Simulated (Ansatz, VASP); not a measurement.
One calculation of KF, two programs

Contents of INCAR:

```
SYSTEM = KF
  ALGO = Normal
  EDIFF = 1E-7
  ENCUT = 520
  ISIF = 2
  ISMEAR = 0
  LASPH = .True.
  LCHARG = .True.
  LELF = .True.
  LREAL = .False.
  LVHAR = .True.
  LWAVE = .False.
  NBANDS = 15
  NELM = 60
  PREC = Accurate
  SIGMA = 0.05
```

The input KPOINTS:

```
k-points
0
Gamma
  8 8 8
  0 0 0
```

File POSCAR:

```
KF
1.0
    0.1115311695      2.6386724714      2.6386724714
    2.6386724714      0.1115311695      2.6386724714
    2.6386724714      2.6386724714      0.1115311695
K F
1 1
Direct
    0.0000000000      0.0000000000      0.0000000000
    0.5000000000      0.5000000000      0.5000000000
```

Input for Ansatz:

```yaml
crystal:
  lattice:
    - [0.1115311695, 2.6386724714, 2.6386724714]
    - [2.6386724714, 0.1115311695, 2.6386724714]
    - [2.6386724714, 2.6386724714, 0.1115311695]
  atoms:
    - { symbol: K, position: [0.0, 0.0, 0.0] }
    - { symbol: F, position: [0.5, 0.5, 0.5] }
basis:
  ecutwfc: 520.0
kpoints:
  mp_grid: { grid: [8, 8, 8] }
hamiltonian:
  xc: lda
scf:
  occupations: { method: gaussian, width: 0.05 }
output:
  forces: true
  stress: true
  eigenvalues: true
```

Alike in both runs: task single point; functional LDA; k mesh 8 × 8 × 8; occupations gaussian, width 0.05 eV; no spin polarisation.

|  | VASP | Ansatz |
| --- | --- | --- |
| version | VASP 6.6.1 | Ansatz 0.2.0 |
| potentials or method | VASP PAW LDA potentials, release 64 (K_sv, F), cutoff 520 eV | scalar-relativistic, plane waves, PAW |
| valence electrons in the cell | 16 | 16 |

```csv
,VASP,Ansatz,Ansatz less VASP
gap on the k mesh at the Fermi level (eV),6.30,6.32,+0.019
least direct gap on the mesh (eV),6.30,6.32,+0.019
pressure (GPa),0.1,-0.1,-0.23
"traceless stress, the component that is largest in VASP (GPa)",-0.66,-0.67,-0.015
```

LDA's correlation is that of Perdew and Zunger in VASP and of Perdew and Wang (1992) in Ansatz.
